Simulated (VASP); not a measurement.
# TiC (Fm-3m) in VASP: settings compared

The runs below take TiC through relaxation of cell and atoms, single point, with BLYP, PBEsol, PBE.

Program: VASP 6.6.1. These are calculated values, not measurements. Logs are shortened: lines on timing, memory, paths and dates and some standing lists are left out, and cuts for length are marked.

### 1 The cell of the first run

It takes space group Fm-3m (No. 225, cubic). Conventional cell: a = 4.331 Å, b = 4.331 Å, c = 4.331 Å, α = 90.00°, β = 90.00°, γ = 90.00°. Within 2.9 Å of Ti (site symmetry m-3m) lie 6 C at 2.17 Å. C (site symmetry m-3m) has 6 Ti at 2.17 Å within 2.9 Å.

### 2 Relaxation of cell and atoms, BLYP

The input, INCAR:

```
PREC     = Accurate       # precision mode
ENCUT    = 600            # plane-wave cutoff, eV
EDIFF    = 1E-6           # SCF threshold, eV
ISMEAR   = -1             # smearing method
SIGMA    = 0.05           # smearing width, eV
LREAL    = F              # projectors in reciprocal space
LASPH    = T              # aspherical terms in the spheres
NELM     = 100            # most SCF steps
ALGO     = Normal         # electronic algorithm
ISIF     = 3              # what is computed and relaxed
LWAVE    = F              # write WAVECAR
LCHARG   = F              # write CHGCAR
GGA      = B5             # functional
ALDAX    = 1.0          
AGGAX    = 1.0          
AGGAC    = 1.0          
ALDAC    = 0.0          
IBRION   = 2              # ionic algorithm
NSW      = 80             # ionic steps
EDIFFG   = -0.005         # ionic threshold
```

The input, KPOINTS:

```
regular mesh
0
Gamma
  11 11 11
```

The input, POSCAR:

```
TiC
1.0
    0.0000000000      2.1657188437      2.1657188437
    2.1657188437      0.0000000000      2.1657188437
    2.1657188437      2.1657188437      0.0000000000
Ti C
1 1
Direct
    0.0000000000      0.0000000000      0.0000000000
    0.5000000000      0.5000000000      0.5000000000
```

Potentials or basis: VASP PAW PBE potentials, release 64 (Ti_sv, C).

The run is started by

```console
> cat potpaw_PBE.64/Ti_sv/POTCAR potpaw_PBE.64/C/POTCAR > POTCAR
> mpirun -np 1 vasp_std > vasp.out
```

OUTCAR:

```text
PREC = Accurate
   ENCUT = 600
   EDIFF = 1E-6
   ISMEAR = -1
   LREAL = F
   LASPH = T
   NELM = 100
   ISIF = 3
   GGA = B5
   IBRION = 2
   NSW = 80
   EDIFFG = -0.005

 ion  position               nearest neighbor table
   1  0.000  0.000  0.000-   2 2.17   2 2.17   2 2.17   2 2.17   2 2.17   2 2.17
   2  0.500  0.500  0.500-   1 2.17   1 2.17   1 2.17   1 2.17   1 2.17   1 2.17

  LATTYP: Found a face centered cubic cell.
 ALAT       =     4.3314376874

  Lattice vectors:

 A1 = (   0.0000000000,   2.1657188437,   2.1657188437)
 A2 = (   2.1657188437,   0.0000000000,   2.1657188437)
 A3 = (   2.1657188437,   2.1657188437,   0.0000000000)

Analysis of symmetry for initial positions (statically):
=====================================================================
 Subroutine PRICEL returns:
 Original cell was already a primitive cell.

 Routine SETGRP: Setting up the symmetry group for a
 face centered cubic supercell.

 Subroutine GETGRP returns: Found 48 space group operations
[... 9 lines left out ...]

 Routine SETGRP: Setting up the symmetry group for a
 face centered cubic supercell.

 Subroutine GETGRP returns: Found 48 space group operations
[... 11 lines left out ...]
                                     Primitive cell

  volume of cell :      20.3159

  direct lattice vectors                    reciprocal lattice vectors
     0.000000000  2.165718844  2.165718844    -0.230870227  0.230870227  0.230870227
     2.165718844  0.000000000  2.165718844     0.230870227 -0.230870227  0.230870227
     2.165718844  2.165718844  0.000000000     0.230870227  0.230870227 -0.230870227

  length of vectors
     3.062788961  3.062788961  3.062788961     0.399878962  0.399878962  0.399878962

  position of ions in fractional coordinates (direct lattice)
[... 8 lines left out ...]
----------------------------------------------------------------------------------------

 KPOINTS: regular mesh

Automatic generation of k-mesh.
 Grid dimensions read from file:
 generate k-points for:   11   11   11

 Generating k-lattice:

  Cartesian coordinates                     Fractional coordinates (reciprocal lattice)
    -0.020988202  0.020988202  0.020988202     0.090909091  0.000000000  0.000000000
     0.020988202 -0.020988202  0.020988202     0.000000000  0.090909091  0.000000000
     0.020988202  0.020988202 -0.020988202     0.000000000  0.000000000  0.090909091

  Length of vectors
     0.036352633  0.036352633  0.036352633

  Shift w.r.t. Gamma in fractional coordinates (k-lattice)
     0.000000000  0.000000000  0.000000000

 Subroutine IBZKPT returns following result:
 ===========================================

 Found     56 irreducible k-points:

 Following reciprocal coordinates:
            Coordinates               Weight
  0.000000  0.000000  0.000000      1.000000
  0.090909  0.000000  0.000000      8.000000
  0.181818  0.000000  0.000000      8.000000
  0.272727  0.000000  0.000000      8.000000
  0.363636  0.000000  0.000000      8.000000
  0.454545  0.000000  0.000000      8.000000
[... 16 lines left out ...]
 -0.272727  0.181818  0.000000     24.000000
 -0.181818  0.181818  0.000000     12.000000
 [... further k-points ...]
   k-points           NKPTS =     56   k-points in BZ     NKDIM =     56   number of bands    NBANDS=     12
   number of dos      NEDOS =    301   number of ions     NIONS =      2
   total plane-waves  NPLWV =  13824
   dimension x,y,z NGX =    24 NGY =   24 NGZ =   24
   dimension x,y,z NGXF=    48 NGYF=   48 NGZF=   48
   ions per type =               1   1
   NGX,Y,Z   is equivalent  to a cutoff of  13.03, 13.03, 13.03 a.u.
   NGXF,Y,Z  is equivalent  to a cutoff of  26.05, 26.05, 26.05 a.u.
 SYSTEM =  unknown system
   PREC   = accura    normal or accurate (medium, high low for compatibility)
   ISTART =      0    job   : 0-new  1-cont  2-samecut
   ICHARG =      2    charge: 1-file 2-atom 10-const
   ISPIN  =      1    spin polarized calculation?
   LNONCOLLINEAR =      F non collinear calculations
   LSORBIT =      F    spin-orbit coupling
   LASPH  =      T    aspherical Exc in radial PAW
   ENCUT  =  600.0 eV  44.10 Ry    6.64 a.u.   6.12  6.12  6.12*2*pi/ulx,y,z
   NELM   =    100;   NELMIN=  2; NELMDL= -5     # of ELM steps
   EDIFF  = 0.1E-05   stopping-criterion for ELM
   LREAL  =      F    real-space projection
   EDIFFG = -.5E-02   stopping-criterion for IOM
   NSW    =     80    number of steps for IOM
   IBRION =      2    ionic relax: 0-MD 1-quasi-New 2-CG
   NFREE  =      1    steps in history (QN), initial steepest desc. (CG)
   ISIF   =      3    stress and relaxation
   ISYM   =      2    0-nonsym 1-usesym 2-fastsym
   POTIM  = 0.5000    time-step for ionic-motion
   TEBEG  =    0.0;   TEEND  =   0.0 temperature during run
   PSTRESS=    0.0 pullay stress
   NELECT =      16.0000    total number of electrons
   NUPDOWN=      -1.0000    fix difference up-down
   EMIN   =  10.00;   EMAX   =-10.00  energy-range for DOS
   EFERMI =   0.00;   METHOD = LEGACY
   ISMEAR =    -1;   SIGMA  =   0.05  broadening in eV -4-tet -1-fermi 0-gaus
   EFERMI_NEDOS =   21; number of points for ismear=-14 and -15
   IALGO  =     38    algorithm
   IMIX   =      4    mixing-type and parameters
     AMIX     =   0.40;   BMIX     =  1.00
     AMIX_MAG =   1.60;   BMIX_MAG =  1.00
  volume/ion in A,a.u.               =      10.16        68.55
  Fermi-wavevector in a.u.,A,eV,Ry     =   1.511829  2.856943 31.097854  2.285628
  Thomas-Fermi vector in A             =   2.621834
   LORBIT       =      0    0 simple, 1 ext, 2 COOP (PROOUT), +10 PAW based schemes
   GGA     = B5    functional components
   LHFCALC =     F    Hartree Fock is set to
   AEXX    =    0.0000 exact exchange contribution
   IVDW    =     0    specifies the selected vdW correction
   LEPSILON=     F    determine dielectric tensor
   LRPA    =     F    only Hartree local field effects (RPA)
 conjugate gradient relaxation of ions
 non-spin polarized calculation
  energy-cutoff  :      600.00
  volume of cell :       20.32
 maximum number of plane-waves:       690
   NGX = 13   NGY = 13   NGZ = 13

--------------------------------------- Ionic step        1  -------------------------------------------

 number of electron      16.0000000 magnetization

 Free energy of the ion-electron system (eV)
  ---------------------------------------------------
  ext. energy  EPLUGINS =         0.00000000
  ---------------------------------------------------
  free energy    TOTEN  =       -17.02425316 eV

  energy without entropy =      -17.02180815  energy(sigma->0) =      -17.02303066

------------------------ aborting loop because EDIFF is reached ----------------------------------------

  FORCE on cell =-STRESS in cart. coord.  units (eV):
  Direction    XX          YY          ZZ          XY          YZ          ZX
  --------------------------------------------------------------------------------------
  -------------------------------------------------------------------------------------
  Total        1.1093550      1.1093550      1.1093550      0.0000000      0.0000000     -0.0000000
  in kB       87.4872781     87.4872781     87.4872781      0.0000000      0.0000000     -0.0000000
  external PRESSURE =      87.4872781 kB  Pullay stress =       0.0000000 kB

 VOLUME and BASIS-vectors are now :
 -----------------------------------------------------------------------------
  energy-cutoff  :      600.00
  volume of cell :       20.32
      direct lattice vectors                 reciprocal lattice vectors
     0.000000000  2.165718844  2.165718844    -0.230870227  0.230870227  0.230870227
     2.165718844  0.000000000  2.165718844     0.230870227 -0.230870227  0.230870227
     2.165718844  2.165718844  0.000000000     0.230870227  0.230870227 -0.230870227
[... 73 lines left out ...]
 POSITION                                       TOTAL-FORCE (eV/Angst)
 -----------------------------------------------------------------------------------
      0.00000      0.00000      0.00000        -0.000000     -0.000000      0.000000
      2.19176      2.19176      2.19176         0.000000      0.000000     -0.000000
 -----------------------------------------------------------------------------------
    total drift:                                0.000000     -0.000000     -0.000000

  FREE ENERGIE OF THE ION-ELECTRON SYSTEM (eV)
  ---------------------------------------------------
  free  energy   TOTEN  =       -17.0437438169 eV

  energy  without entropy=      -17.0412333906  energy(sigma->0) =      -17.04248860

--------------------------------------- Ionic step        4  -------------------------------------------

 number of electron      15.9999996 magnetization

 Free energy of the ion-electron system (eV)
  ---------------------------------------------------
  ext. energy  EPLUGINS =         0.00000000
  ---------------------------------------------------
  free energy    TOTEN  =       -17.04374362 eV

  energy without entropy =      -17.04123498  energy(sigma->0) =      -17.04248930

 E-fermi :   9.4948     XC(G=0): -11.8659

 val. band max:        9.4045009303   @ k =   0.1818   0.1818   0.0000
 cond. band min:       9.5524765334   @ k =   0.0909   0.0000   0.0000
 fundamental gap:      0.1479756031
 Fermi energy:         9.4948489657

 k-point     1 :       0.0000    0.0000    0.0000
  band No.  band energies     occupation
      1     -47.1252      2.00000
      2     -23.3205      2.00000
      3     -23.3205      2.00000
      4     -23.3205      2.00000
      5      -2.6363      2.00000
      6      10.1012      0.00001
      7      10.1012      0.00001
      8      10.1012      0.00001
      9      10.9880      0.00000
     10      11.0081      0.00000
     11      11.0081      0.00000
     12      11.0081      0.00000

 k-point     2 :       0.0909    0.0000    0.0000
  band No.  band energies     occupation
      1     -47.1203      2.00000
      2     -23.3555      2.00000
      3     -23.3238      2.00000
      4     -23.3238      2.00000
      5      -2.4623      2.00000
      6       9.3300      1.92869
      7       9.5525      0.48005
      8       9.5525      0.48004
      9      10.3833      0.00000
     10      10.3833      0.00000
     11      11.3854      0.00000
     12      12.4106      0.00000
[... 316 lines left out ...]
 k-point    24 :      -0.1818    0.1818    0.0000
  band No.  band energies     occupation
      1     -47.0839      2.00000
      2     -23.5540      2.00000
      3     -23.4130      2.00000
      4     -23.3379      2.00000
      5      -1.0310      2.00000
      6       6.3234      2.00000
      7       7.3170      2.00000
      8       7.6454      2.00000
      9      10.8838      0.00000
     10      11.8708      0.00000
     11      12.7896      0.00000
     12      13.5035      0.00000

 [... further k-points ...]
[... 5 lines left out ...]
  --------------------------------------------------------------------------------------
  -------------------------------------------------------------------------------------
  Total        0.0036559      0.0036559      0.0036559     -0.0000000      0.0000000      0.0000000
  in kB        0.2783552      0.2783552      0.2783552     -0.0000000      0.0000000      0.0000000
  external PRESSURE =       0.2783552 kB  Pullay stress =       0.0000000 kB

 VOLUME and BASIS-vectors are now :
 -----------------------------------------------------------------------------
  energy-cutoff  :      600.00
  volume of cell :       21.04
      direct lattice vectors                 reciprocal lattice vectors
     0.000000000  2.191241863  2.191241863    -0.228181110  0.228181110  0.228181110
     2.191241863  0.000000000  2.191241863     0.228181110 -0.228181110  0.228181110
     2.191241863  2.191241863 -0.000000000     0.228181110  0.228181110 -0.228181110

 POSITION                                       TOTAL-FORCE (eV/Angst)
 -----------------------------------------------------------------------------------
      0.00000      0.00000      0.00000        -0.000000      0.000000      0.000000
      2.19124      2.19124      2.19124         0.000000     -0.000000     -0.000000
 -----------------------------------------------------------------------------------
    total drift:                                0.000000     -0.000000     -0.000000

  FREE ENERGIE OF THE ION-ELECTRON SYSTEM (eV)
  ---------------------------------------------------
  free  energy   TOTEN  =       -17.0437436168 eV

  energy  without entropy=      -17.0412349807  energy(sigma->0) =      -17.04248930

 reached required accuracy - stopping structural energy minimisation
```

Run time: 61 s. Hardware: 1 thread of Intel Xeon 6975P-C, shared host; peak memory 0.16 GiB.

What came out:

```yaml
Free_energy: -17.0437 eV
Relaxed_volume: 10.52 Å³/atom
Relaxed_cell: a = 3.099 Å, b = 3.099 Å, c = 3.099 Å, α = 60.00°, β = 60.00°, γ = 60.00°
Space_group_after_relaxing_to_0.05_Å: Fm-3m (No. 225)
Energy_gained_by_relaxing: 9.7 meV/atom
Ionic_steps: 4
Pressure_after_relaxing: 0.0 GPa
Band_gap_on_the_k_mesh: zero (band 8 reaches 10.10 eV, above the bottom of band 9 at 9.03 eV)
```

Step by step:
```csv
step,energy change (eV),largest force (eV/Å),pressure (GPa),volume (Å³)
1,0.0000,0.0000,8.75,20.32
2,0.0085,0.0000,-9.18,21.99
3,-0.0195,0.0000,-0.11,21.06
4,-0.0195,0.0000,0.03,21.04
```

Final structure:
```xyz
2
Lattice="0.0000 2.1912 2.1912 2.1912 0.0000 2.1912 2.1912 2.1912 0.0000" Properties=species:S:1:pos:R:3 pbc="T T T"
Ti    0.0000    0.0000    0.0000
C     2.1912    2.1912    2.1912
```

Levels at points of the mesh, in eV from the Fermi level:
| k point | band 6 | band 7 | band 8 | band 9 | band 10 | band 11 |
| --- | --- | --- | --- | --- | --- | --- |
| (0.00, 0.00, 0.00) | 0.61 | 0.61 | 0.61 | 1.49 | 1.51 | 1.51 |

Caveat: the PAW data sets were made with another functional, which shifts forces and pressure a little.

### 3 Relaxation of cell and atoms, PBEsol

The input, INCAR:

```
SYSTEM = TiC
PREC = Accurate
ENCUT = 600
EDIFF = 1E-6
ISMEAR = -1
SIGMA = 0.05
LREAL = .False.
LASPH = .True.
NELM = 80
ALGO = Normal
ISIF = 3
LWAVE = .False.
LCHARG = .False.
GGA = PS
IBRION = 2
NSW = 80
EDIFFG = -0.005
```

The input, KPOINTS:

```
regular mesh
0
Gamma
  11 11 11
  0 0 0
```

POSCAR is that of step 2.

Potentials or basis: VASP PAW PBE potentials, release 64 (Ti_sv, C).

The run is started by

```console
> cat potpaw_PBE.64/Ti_sv/POTCAR potpaw_PBE.64/C/POTCAR > POTCAR
> mpirun -np 1 vasp_std > vasp.out
```

It took 30 s on 1 thread of Intel Xeon 6975P-C, shared host; peak memory 0.15 GiB.

It converged, with:

- Free energy: -19.8042 eV
- Relaxed volume: 9.90 Å³/atom
- Relaxed cell: a = 3.037 Å, b = 3.037 Å, c = 3.037 Å, α = 60.00°, β = 60.00°, γ = 60.00°
- Space group after relaxing (to 0.05 Å): Fm-3m (No. 225)
- Energy gained by relaxing: 5.4 meV/atom
- Ionic steps: 3
- Pressure after relaxing: 0.0 GPa
- Band gap on the k mesh: zero (band 8 reaches 10.28 eV, above the bottom of band 9 at 9.19 eV)

The path:
| step | energy change (eV) | largest force (eV/Å) | pressure (GPa) | volume (Å³) |
| --- | --- | --- | --- | --- |
| 1 | 0.0000 | 0.0000 | -6.52 | 20.32 |
| 2 | 0.0092 | 0.0000 | 9.81 | 19.12 |
| 3 | -0.0108 | 0.0000 | -0.02 | 19.80 |

Final structure:
```xyz
2
Lattice="0.0000 2.1473 2.1473 2.1473 0.0000 2.1473 2.1473 2.1473 0.0000" Properties=species:S:1:pos:R:3 pbc="T T T"
Ti    0.0000    0.0000    0.0000
C     2.1473    2.1473    2.1473
```

Levels at points of the mesh, in eV from the Fermi level:
```tsv
k point	band 5	band 6	band 7	band 8	band 9	band 10	band 11	band 12
(0.00, 0.00, 0.00)	-12.55	0.61	0.61	0.61	1.68	1.68	1.68	1.72
```

Caveat: the PAW data sets were made with another functional, which shifts forces and pressure a little.

### 4 Single point, PBE

The input, INCAR:

```
SYSTEM = TiC
PREC = Accurate
ENCUT = 520
EDIFF = 1E-6
ISMEAR = 0
SIGMA = 0.017
LREAL = .FALSE.
LASPH = .TRUE.
NELM = 80
ALGO = Normal
ISIF = 2
LWAVE = .FALSE.
LCHARG = .TRUE.
GGA = PE
LELF = .TRUE.
LVHAR = .TRUE.
NBANDS = 15
```

The input, KPOINTS:

```
regular mesh
0
G
  11 11 11
  0 0 0
```

POSCAR is that of step 3.

The run is started by

```console
> cat potpaw_PBE.64/Ti_sv/POTCAR potpaw_PBE.64/C/POTCAR > POTCAR
> mpirun -np 1 vasp_std > vasp.out
```

It took 25 s on 1 thread of AMD EPYC 7R13, shared host; peak memory 0.12 GiB.

Results (log left out):

```
Free energy            : -18.7088 eV
Pressure               : 0.5 GPa
Band gap on the k mesh : zero (band 8 reaches 10.10 eV, above the bottom of band 9 at 9.00 eV)
```

Levels at points of the mesh, in eV from the Fermi level:
```tsv
k point	band 6	band 7	band 8	band 9	band 10	band 11
(0.00, 0.00, 0.00)	0.55	0.55	0.55	1.53	1.53	1.53
```

### 5 Single point, PBE

The input, INCAR:

```
PREC     = Accurate       # precision mode
ENCUT    = 520            # plane-wave cutoff, eV
EDIFF    = 1E-6           # SCF threshold, eV
ISMEAR   = 0              # smearing method
SIGMA    = 0.019000000000000003 # smearing width, eV
LREAL    = F              # projectors in reciprocal space
LASPH    = T              # aspherical terms in the spheres
NELM     = 60             # most SCF steps
ALGO     = Normal         # electronic algorithm
ISIF     = 2              # what is computed and relaxed
LWAVE    = F              # write WAVECAR
LCHARG   = T              # write CHGCAR
GGA      = PE             # functional
LELF     = T              # ELF
LVHAR    = T            
NBANDS   = 15             # bands
```

The input, KPOINTS:

```
Automatic mesh
0
Gamma
  11 11 11
```

POSCAR is that of step 4.

The run is started by

```console
> cat potpaw_PBE.64/Ti_sv/POTCAR potpaw_PBE.64/C/POTCAR > POTCAR
> mpirun -np 1 vasp_std > vasp.out
```

Wall time 27 s (1 thread of AMD EPYC 7R13, shared host); peak memory 0.12 GiB.

The run converged. Its results:

```
Free energy            : -18.7088 eV
Pressure               : 0.5 GPa
Band gap on the k mesh : zero (band 8 reaches 10.10 eV, above the bottom of band 9 at 9.00 eV)
```

Levels at points of the mesh, in eV from the Fermi level:
| k point | band 4 | band 5 | band 6 | band 7 | band 8 | band 9 | band 10 | band 11 | band 12 | band 13 |
| --- | --- | --- | --- | --- | --- | --- | --- | --- | --- | --- |
| (0.00, 0.00, 0.00) | -32.76 | -12.54 | 0.55 | 0.55 | 0.55 | 1.53 | 1.53 | 1.53 | 1.57 | 1.57 |

(Part 1 of 2 ends here.)
